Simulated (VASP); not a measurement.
# Ge (P-1) in VASP: single point with PBE

Aim: the single point of Ge with PBE.

Everything below comes from runs of VASP 6.6.1. Logs are shortened: lines on timing, memory, paths and dates and some standing lists are left out, and cuts for length are marked.

## Step 1: The cell of the first run

The typed cell holds 2 atoms: a = 3.698 Å, b = 4.034 Å, c = 4.015 Å, α = 100.28°, β = 96.10°, γ = 137.45°.

## Step 2: Single point, PBE (strained and its atoms moved)

INCAR reads:

```
  ALGO = Normal
  EDIFF = 1E-6
  ENCUT = 520
  GGA = PE
  ISIF = 2
  ISMEAR = 0
  LASPH = T
  LCHARG = T
  LELF = T
  LREAL = F
  LVHAR = T
  LWAVE = F
  NBANDS = 21
  NELM = 100
  PREC = Accurate
  SIGMA = 0.1
```

KPOINTS reads:

```
k-points
0
Gamma
  16 14 10
```

POSCAR reads:

```
Ge
1.0
   -2.5015471566      2.4561677770      1.1777675380
    2.5839129587     -2.6286014171      1.6389359714
    2.5721131297      2.6950422218     -1.4958710980
Ge
2
Direct
    0.1960359187      0.9684349837      0.2615807316
    0.8039640813      0.0315650163      0.7384192684
```

Potentials or basis: VASP PAW PBE potentials, release 64 (Ge_d).

Started as:

```
> cat potpaw_PBE.64/Ge_d/POTCAR > POTCAR
> mpirun -np 1 vasp_std > vasp.out
```

OUTCAR:

```text
EDIFF = 1E-6
   ENCUT = 520
   GGA = PE
   ISIF = 2
   ISMEAR = 0
   LASPH = T
   LREAL = F
   NELM = 100
   PREC = Accurate

 ion  position               nearest neighbor table
   1  0.196  0.968  0.262-   2 2.58   2 2.61   2 2.62
   2  0.804  0.032  0.738-   1 2.58   1 2.61   1 2.62

  LATTYP: Found a triclinic cell.
 ALAT       =     2.8231783765
 B/A-ratio  =     2.0353885048
 C/A-ratio  =     2.1315190278
 COS(alpha) =     0.0007484778
 COS(beta)  =     0.5171917603
 COS(gamma) =     0.7666171390

  Lattice vectors:

 A1 = (   0.0823658021,  -0.1724336401,   2.8167035094)
 A2 = (  -2.4897473276,  -2.8674758619,   4.3125746074)
 A3 = (   5.2383918905,  -0.1059928354,   2.9597683828)

Analysis of symmetry for initial positions (statically):
=====================================================================
 Subroutine PRICEL returns:
 Original cell was already a primitive cell.

 Routine SETGRP: Setting up the symmetry group for a
 triclinic supercell.

 Subroutine GETGRP returns: Found  2 space group operations
 (whereof  2 operations were pure point group operations)
 out of a pool of  2 trial point group operations.

The static configuration has the point symmetry S_2 .

Analysis of symmetry for dynamics (positions and initial velocities):
=====================================================================
 Subroutine PRICEL returns:
 Original cell was already a primitive cell.

 Routine SETGRP: Setting up the symmetry group for a
 triclinic supercell.

 Subroutine GETGRP returns: Found  2 space group operations
 (whereof  2 operations were pure point group operations)
 out of a pool of  2 trial point group operations.

The dynamic configuration has the point symmetry S_2 .

 Subroutine INISYM returns: Found  2 space group operations
 (whereof  2 operations are pure point group operations),
 and found     1 'primitive' translations

----------------------------------------------------------------------------------------

                                     Primitive cell

  volume of cell :      37.2254

  direct lattice vectors                    reciprocal lattice vectors
    -2.501547157  2.456167777  1.177767538    -0.013027469  0.217075687  0.368694882
     2.583912959 -2.628601417  1.638935971     0.183966955  0.019143937  0.350817354
     2.572113130  2.695042222 -1.495871098     0.191304405  0.191888449  0.006152967

  length of vectors
     3.698328636  4.033889278  4.014554629     0.428050797  0.396589394  0.271028433

  position of ions in fractional coordinates (direct lattice)
     0.196035919  0.968434984  0.261580732
     0.803964081  0.031565016  0.738419268

  ion indices of the primitive-cell ions
   primitive index   ion index
                 1           1
                 2           2

----------------------------------------------------------------------------------------

 KPOINTS: k-points

Automatic generation of k-mesh.
 Grid dimensions read from file:
 generate k-points for:   16   14   10

 Generating k-lattice:

  Cartesian coordinates                     Fractional coordinates (reciprocal lattice)
    -0.000814217  0.013567230  0.023043430     0.062500000  0.000000000  0.000000000
     0.013140497  0.001367424  0.025058382     0.000000000  0.071428571 -0.000000000
     0.019130441  0.019188845  0.000615297    -0.000000000 -0.000000000  0.100000000

  Length of vectors
     0.026753175  0.028327814  0.027102843

  Shift w.r.t. Gamma in fractional coordinates (k-lattice)
     0.000000000  0.000000000  0.000000000

 Subroutine IBZKPT returns following result:
 ===========================================

 Found   1124 irreducible k-points:

 Following reciprocal coordinates:
            Coordinates               Weight
  0.000000  0.000000  0.000000      1.000000
  0.062500  0.000000 -0.000000      2.000000
  0.125000  0.000000 -0.000000      2.000000
  0.187500  0.000000 -0.000000      2.000000
  0.250000  0.000000 -0.000000      2.000000
  0.312500  0.000000 -0.000000      2.000000
[... 16 lines left out ...]
 -0.187500  0.071429  0.000000      2.000000
 -0.125000  0.071429  0.000000      2.000000
 [... further k-points ...]
   k-points           NKPTS =   1124   k-points in BZ     NKDIM =   1124   number of bands    NBANDS=     21
   number of dos      NEDOS =    301   number of ions     NIONS =      2
   total plane-waves  NPLWV =  25200
   dimension x,y,z NGX =    28 NGY =   30 NGZ =   30
   dimension x,y,z NGXF=    56 NGYF=   60 NGZF=   60
   ions per type =               2
   NGX,Y,Z   is equivalent  to a cutoff of  12.59, 12.36, 12.42 a.u.
   NGXF,Y,Z  is equivalent  to a cutoff of  25.17, 24.73, 24.85 a.u.
 SYSTEM =  unknown system
   PREC   = accura    normal or accurate (medium, high low for compatibility)
   ISTART =      0    job   : 0-new  1-cont  2-samecut
   ICHARG =      2    charge: 1-file 2-atom 10-const
   ISPIN  =      1    spin polarized calculation?
   LNONCOLLINEAR =      F non collinear calculations
   LSORBIT =      F    spin-orbit coupling
   LASPH  =      T    aspherical Exc in radial PAW
   ENCUT  =  520.0 eV  38.22 Ry    6.18 a.u.   6.88  7.50  7.46*2*pi/ulx,y,z
   NELM   =    100;   NELMIN=  2; NELMDL= -5     # of ELM steps
   EDIFF  = 0.1E-05   stopping-criterion for ELM
   LREAL  =      F    real-space projection
   EDIFFG = 0.1E-04   stopping-criterion for IOM
   NSW    =      0    number of steps for IOM
   IBRION =     -1    ionic relax: 0-MD 1-quasi-New 2-CG
   NFREE  =      0    steps in history (QN), initial steepest desc. (CG)
   ISIF   =      2    stress and relaxation
   ISYM   =      2    0-nonsym 1-usesym 2-fastsym
   POTIM  = 0.5000    time-step for ionic-motion
   TEBEG  =    0.0;   TEEND  =   0.0 temperature during run
   PSTRESS=    0.0 pullay stress
   NELECT =      28.0000    total number of electrons
   NUPDOWN=      -1.0000    fix difference up-down
   EMIN   =  10.00;   EMAX   =-10.00  energy-range for DOS
   EFERMI =   0.00;   METHOD = LEGACY
   ISMEAR =     0;   SIGMA  =   0.10  broadening in eV -4-tet -1-fermi 0-gaus
   EFERMI_NEDOS =   21; number of points for ismear=-14 and -15
   IALGO  =     38    algorithm
   IMIX   =      4    mixing-type and parameters
     AMIX     =   0.40;   BMIX     =  1.00
     AMIX_MAG =   1.60;   BMIX_MAG =  1.00
  volume/ion in A,a.u.               =      18.61       125.60
  Fermi-wavevector in a.u.,A,eV,Ry     =   1.488839  2.813498 30.159236  2.216641
  Thomas-Fermi vector in A             =   2.601823
   LORBIT       =      0    0 simple, 1 ext, 2 COOP (PROOUT), +10 PAW based schemes
   GGA     = PE    functional components
   LHFCALC =     F    Hartree Fock is set to
   AEXX    =    0.0000 exact exchange contribution
   IVDW    =     0    specifies the selected vdW correction
   LEPSILON=     F    determine dielectric tensor
   LRPA    =     F    only Hartree local field effects (RPA)
 non-spin polarized calculation
 Gauss-broadening in eV      SIGMA  =   0.10
  energy-cutoff  :      520.00
  volume of cell :       37.23
 maximum number of plane-waves:      1018
   NGX = 13   NGY = 15   NGZ = 15

 number of electron      27.9999993 magnetization

 Free energy of the ion-electron system (eV)
  ---------------------------------------------------
  ext. energy  EPLUGINS =         0.00000000
  ---------------------------------------------------
  free energy    TOTEN  =        -8.39260640 eV

  energy without entropy =       -8.38791574  energy(sigma->0) =       -8.39026107

 E-fermi :   6.7915     XC(G=0): -11.2921

 val. band max:        6.7890418918   @ k =  -0.2500  -0.1429   0.2000
 cond. band min:       6.7976333218   @ k =  -0.0625  -0.2857   0.2000
 fundamental gap:      0.0085914300
 Fermi energy:         6.7915040183

 k-point     1 :       0.0000    0.0000    0.0000
  band No.  band energies     occupation
      1     -18.0322      2.00000
      2     -17.9514      2.00000
      3     -17.9409      2.00000
      4     -17.9319      2.00000
      5     -17.8628      2.00000
      6     -17.8525      2.00000
[... 13 lines left out ...]
     20      17.9733      0.00000
     21      18.6675      0.00000

 k-point     2 :       0.0625    0.0000   -0.0000
  band No.  band energies     occupation
      1     -18.0287      2.00000
      2     -17.9485      2.00000
      3     -17.9346      2.00000
      4     -17.9294      2.00000
      5     -17.8634      2.00000
      6     -17.8550      2.00000
[... 13 lines left out ...]
     20      18.5839      0.00000
     21      18.9198      0.00000

 k-point     3 :       0.1250    0.0000   -0.0000
  band No.  band energies     occupation
      1     -18.0188      2.00000
      2     -17.9402      2.00000
      3     -17.9222      2.00000
      4     -17.9179      2.00000
      5     -17.8643      2.00000
      6     -17.8613      2.00000
[... 13 lines left out ...]
     20      17.2910      0.00000
     21      18.6058      0.00000

 k-point     4 :       0.1875    0.0000   -0.0000
  band No.  band energies     occupation
      1     -18.0032      2.00000
      2     -17.9295      2.00000
      3     -17.9112      2.00000
      4     -17.8956      2.00000
      5     -17.8691      2.00000
      6     -17.8619      2.00000
[... 13 lines left out ...]
     20      15.4680      0.00000
     21      18.0320      0.00000

 k-point     5 :       0.2500    0.0000   -0.0000
  band No.  band energies     occupation
      1     -17.9836      2.00000
      2     -17.9217      2.00000
      3     -17.8986      2.00000
      4     -17.8808      2.00000
      5     -17.8684      2.00000
      6     -17.8525      2.00000
[... 13 lines left out ...]
     20      14.4410      0.00000
     21      18.1894      0.00000
[... 382 lines left out ...]
     20      15.4218      0.00000
     21      17.3579      0.00000

 k-point    22 :      -0.2500    0.0714    0.0000
  band No.  band energies     occupation
      1     -17.9893      2.00000
      2     -17.9271      2.00000
      3     -17.9039      2.00000
      4     -17.8981      2.00000
      5     -17.8667      2.00000
      6     -17.8595      2.00000
[... 13 lines left out ...]
     20      15.8360      0.00000
     21      17.3571      0.00000

 k-point    23 :      -0.1875    0.0714    0.0000
  band No.  band energies     occupation
      1     -18.0085      2.00000
      2     -17.9387      2.00000
      3     -17.9210      2.00000
      4     -17.9144      2.00000
      5     -17.8657      2.00000
      6     -17.8567      2.00000
[... 13 lines left out ...]
     20      17.3600      0.00000
     21      18.0818      0.00000

 k-point    24 :      -0.1250    0.0714    0.0000
  band No.  band energies     occupation
      1     -18.0223      2.00000
      2     -17.9477      2.00000
      3     -17.9360      2.00000
      4     -17.9244      2.00000
      5     -17.8635      2.00000
      6     -17.8524      2.00000
[... 13 lines left out ...]
     20      18.7264      0.00000
     21      19.1013      0.00000

 [... further k-points ...]

------------------------ aborting loop because EDIFF is reached ----------------------------------------

  FORCE on cell =-STRESS in cart. coord.  units (eV):
  Direction    XX          YY          ZZ          XY          YZ          ZX
  --------------------------------------------------------------------------------------
  -------------------------------------------------------------------------------------
  Total        0.6386722      1.7103124      0.7978801     -0.3180679      1.0073036     -0.4534691
  in kB       27.4883833     73.6116679     34.3406749    -13.6896090     43.3542388    -19.5172629
  external PRESSURE =      45.1469087 kB  Pullay stress =       0.0000000 kB

 VOLUME and BASIS-vectors are now :
 -----------------------------------------------------------------------------
  energy-cutoff  :      520.00
  volume of cell :       37.23
      direct lattice vectors                 reciprocal lattice vectors
    -2.501547157  2.456167777  1.177767538    -0.013027469  0.217075687  0.368694882
     2.583912959 -2.628601417  1.638935971     0.183966955  0.019143937  0.350817354
     2.572113130  2.695042222 -1.495871098     0.191304405  0.191888449  0.006152967

 POSITION                                       TOTAL-FORCE (eV/Angst)
 -----------------------------------------------------------------------------------
      2.68477     -1.35916      1.42680        -0.314901      0.254580     -0.002419
     -0.03029      3.88177     -0.10596         0.314901     -0.254580      0.002419
 -----------------------------------------------------------------------------------
    total drift:                                0.000000     -0.000000     -0.000000

  FREE ENERGIE OF THE ION-ELECTRON SYSTEM (eV)
  ---------------------------------------------------
  free  energy   TOTEN  =        -8.3926063968 eV

  energy  without entropy=       -8.3879157424  energy(sigma->0) =       -8.39026107
```

Wall time 5.1 min (1 thread of Intel Xeon 6975P-C (Granite Rapids), shared host); peak memory 0.72 GiB.

What came out:

- Free energy: -8.3926 eV
- Pressure: 4.5 GPa
- Largest force: 0.405 eV/Å
- Band gap on the k mesh: zero (bands 14 and 15 overlap by 5.64 eV)

Forces in eV/Å, atoms in the order of the input:
```
Ge  -0.315  0.255 -0.002
Ge   0.315 -0.255  0.002
```

Stress tensor (GPa, compression positive):
```
 2.75 -1.37 -1.95
-1.37  7.36  4.34
-1.95  4.34  3.43
```

Levels at points of the mesh, in eV from the Fermi level:
| k point | band 12 | band 13 | band 14 | band 15 | band 16 | band 17 |
| --- | --- | --- | --- | --- | --- | --- |
| (0.00, 0.00, 0.00) | -3.98 | -2.67 | -1.91 | 3.13 | 7.11 | 7.37 |
| (0.50, 0.00, 0.00) | -6.54 | -2.92 | -2.37 | -0.86 | 0.67 | 2.64 |
| (0.00, 0.50, 0.00) | -5.81 | -3.14 | -2.88 | -0.46 | 3.74 | 4.52 |
| (0.50, 0.50, 0.00) | -9.94 | -0.22 | 1.08 | 1.54 | 2.01 | 6.72 |
| (0.00, 0.00, 0.50) | -10.35 | 0.42 | 1.21 | 2.33 | 2.52 | 6.48 |
| (0.50, 0.00, 0.50) | -6.12 | -3.36 | -3.03 | -1.22 | 2.30 | 3.64 |
| (0.00, 0.50, 0.50) | -7.58 | -1.87 | -1.61 | 0.14 | 2.13 | 4.96 |
| (0.50, 0.50, 0.50) | -8.93 | -5.96 | -5.64 | 4.94 | 7.78 | 10.56 |

Caveat: the cell differs from its parent crystal (strained and its atoms moved); the cell stands under pressure.
